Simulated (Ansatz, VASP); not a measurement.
## Two plane-wave programs on Tl3O2

File POSCAR:

```
Tl3O2
1.0
    4.2036880621      0.0000000000      0.0000000000
   -2.1018440311      3.6405006514      0.0000000000
    0.0000000000      0.0000000000      6.5402557921
Tl O
3 2
Direct
    0.0000000000      0.0000000000      0.0000000000
    0.3333333333      0.6666666667      0.6450000000
    0.6666666667      0.3333333333      0.3550000000
    0.3333333333      0.6666666667      0.2450000000
    0.6666666667      0.3333333333      0.7550000000
```

Contents of INCAR.step1:

```
SYSTEM = Tl3O2
  PREC = Accurate
  ENCUT = 520
  ISMEAR = 0
  SIGMA = 0.1
  LREAL = .False.
  LASPH = .True.
  NELM = 60
  NBANDS = 34
  GGA = PE
  ALGO = Normal
  EDIFF = 1E-4
  LWAVE = .True.
  LCHARG = .False.
```

The input INCAR.step2:

```
SYSTEM = Tl3O2
  PREC = Accurate
  ENCUT = 520
  EDIFF = 1E-6
  ISMEAR = 0
  SIGMA = 0.1
  LREAL = .False.
  LASPH = .True.
  NELM = 60
  ALGO = Normal
  ISIF = 2
  LWAVE = .False.
  LCHARG = .False.
  METAGGA = R2SCAN
  LMIXTAU = .True.
  NBANDS = 34
  ISTART = 1
```

KPOINTS

```
regular mesh
0
Gamma
  6 6 4
  0 0 0
```

Input for Ansatz:

```yaml
crystal:
  lattice:
    - [4.2036880621, 0.0, 0.0]
    - [-2.1018440311, 3.6405006514, 0.0]
    - [0.0, 0.0, 6.5402557921]
  atoms:
    - { symbol: Tl, position: [0.0, 0.0, 0.0] }
    - { symbol: Tl, position: [0.3333333333, 0.6666666667, 0.645] }
    - { symbol: Tl, position: [0.6666666667, 0.3333333333, 0.355] }
    - { symbol: O, position: [0.3333333333, 0.6666666667, 0.245] }
    - { symbol: O, position: [0.6666666667, 0.3333333333, 0.755] }
basis:
  ecutwfc: 500
kpoints:
  mp_grid: { grid: [6, 6, 4] }
hamiltonian:
  xc: r2scan
scf:
  occupations: { method: gaussian, width: 0.1 }
  lower_state_search: "off"
output:
  forces: true
  stress: true
  eigenvalues: true
```

Alike in both runs: task single point; functional r2SCAN; k mesh 6 × 6 × 4; occupations gaussian, width 0.1 eV; no spin polarisation.

```csv
,VASP,Ansatz
version,VASP 6.6.1,Ansatz 0.2.0
potentials or method,"VASP PAW PBE potentials, release 64 (Tl_d, O), cutoff 520 eV","scalar-relativistic, plane waves, PAW"
valence electrons in the cell,51,51
```

VASP gave:

| Item | Value |
| --- | --- |
| gap on the k mesh at the Fermi level (eV) | none |
| pressure (GPa) | 2.2 |
| traceless stress, the component that is largest in VASP (GPa) | 2.44 |
| rms of the force components (eV/Å) | 0.334 |

Problem. Estimate Ansatz's values.

Solution. gap on the k mesh at the Fermi level (eV): none; pressure (GPa): 2.1; traceless stress, the component that is largest in VASP (GPa): 2.46; rms of the force components (eV/Å): 0.332.

VASP's potentials were made for PBE, not for r2SCAN. Atom by atom the forces differ by 0.009 eV/Å (rms over components). A gap of «none» marks a metal or a gap that the smearing closes.

Neither program's run includes spin-orbit coupling.
